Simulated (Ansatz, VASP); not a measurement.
## Cu: VASP beside Ansatz

File INCAR:

```
SYSTEM = Cu
PREC = Accurate
ENCUT = 520
EDIFF = 1E-6
ISMEAR = -1
SIGMA = 0.05
LREAL = .False.
LASPH = .True.
NELM = 80
ALGO = Normal
ISIF = 2
LWAVE = .False.
LCHARG = .False.
GGA = PS
NBANDS = 12
```

File KPOINTS:

```
regular mesh
0
Gamma
  14 14 14
  0 0 0
```

File POSCAR:

```
Cu
1.0
   -1.4547174498      1.4547174498      1.3874540860
    1.4547174498     -1.4547174498      1.3874540860
    1.4547174498      1.4547174498     -1.3874540860
Cu
1
Direct
    0.0000000000      0.0000000000      0.0000000000
```

Input for Ansatz:

```yaml
crystal:
  lattice:
    - [-1.4547174498484772, 1.4547174498484772, 1.3874540860019022]
    - [1.4547174498484772, -1.4547174498484772, 1.3874540860019022]
    - [1.4547174498484772, 1.4547174498484772, -1.3874540860019022]
  atoms:
    - { symbol: Cu, position: [0.0, 0.0, 0.0] }
basis:
  ecutwfc: 420.0
kpoints:
  mp_grid:
    grid: [14, 14, 14]
hamiltonian:
  xc: pbesol
  pseudopotentials:
    kind: paw
scf:
  occupations:
    method: fermi_dirac
    width: 0.05
output:
  stress: true
```

Alike in both runs: task single point; functional PBEsol; k mesh 14 × 14 × 14; occupations fermi-dirac, width 0.05 eV; no spin polarisation.

|  | VASP | Ansatz |
| --- | --- | --- |
| version | VASP 6.6.1 | Ansatz 0.2.0 |
| potentials or method | VASP PAW PBE potentials, release 64 (Cu), cutoff 520 eV | plane waves, PAW |
| valence electrons in the cell | 11 | 19 |

Ansatz gave:

- pressure (GPa): -5.1
- traceless stress, the component that is largest in VASP (GPa): -0.38

Which values does VASP return?

Pressure (GPa): -4.4; traceless stress, the component that is largest in VASP (GPa): -0.40.

VASP's potentials were made for PBE, not for PBEsol. VASP's potentials hold 11 valence electrons a cell and Ansatz's 19, so a difference there can come from the potentials and not from the codes.
